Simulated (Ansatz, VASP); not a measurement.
**One calculation of ZnSe, two programs**

```
CELL_PARAMETERS angstrom
0.00000 2.83400 2.83400
2.83400 0.00000 2.83400
2.83400 2.83400 0.00000
ATOMIC_POSITIONS crystal
Zn 0.00000 0.00000 0.00000
Se 0.25000 0.25000 0.25000
```

Alike in both runs: task relaxation of cell and atoms; functional LDA; k mesh 8 × 8 × 8; occupations gaussian, width 0.02 eV; no spin polarisation.

|  | VASP | Ansatz |
| --- | --- | --- |
| version | VASP 6.6.1 | Ansatz 0.2.0 |
| potentials or method | VASP PAW LDA potentials, release 64 (Zn, Se), cutoff 500 eV | scalar-relativistic, plane waves, PAW |
| valence electrons in the cell | 18 | 28 |

Ansatz gave:

```
gap on the k mesh at the Fermi level, each at its own relaxed structure (eV) : 1.25
relaxed volume (Å³/atom)                                                     : 21.57
relaxed cell length with the largest relative difference (Å)                 : 3.937
```

Problem. Estimate VASP's values.

Solution. gap on the k mesh at the Fermi level, each at its own relaxed structure (eV): 1.27; relaxed volume (Å³/atom): 21.68; relaxed cell length with the largest relative difference (Å): 3.943.

Ansatz warns that its potentials were made for another functional, while VASP's fit it. LDA's correlation is that of Perdew and Zunger in VASP and of Perdew and Wang (1992) in Ansatz. VASP's potentials hold 18 valence electrons a cell and Ansatz's 28, so a difference there can come from the potentials and not from the codes.
